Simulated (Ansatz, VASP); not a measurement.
## ZnO: VASP beside Ansatz

```
CELL_PARAMETERS angstrom
3.21258 0.00000 0.00000
-1.60629 2.78217 0.00000
0.00000 0.00000 5.18511
ATOMIC_POSITIONS crystal
Zn 0.33333 0.66667 0.49996
Zn 0.66667 0.33333 0.99996
O 0.66667 0.33333 0.37905
O 0.33333 0.66667 0.87905
```

Alike in both runs: task single point; functional PBE; k mesh 9 × 9 × 4; no spin polarisation.

|  | VASP | Ansatz |
| --- | --- | --- |
| version | VASP 6.6.1 | Ansatz 0.2.0 |
| potentials or method | VASP PAW PBE potentials, release 64 (Zn, O) | plane waves, PAW |
| plane-wave cutoff (eV) | 600 | 420 |
| occupations | gaussian, width 0.01 eV | fixed |
| valence electrons in the cell | 36 | 36 |

```csv
,VASP,Ansatz,Ansatz less VASP
gap on the k mesh at the Fermi level (eV),0.82,0.83,+0.014
pressure (GPa),10.2,9.1,-1.02
"traceless stress, the component that is largest in VASP (GPa)",-0.06,-0.04,+0.015
```
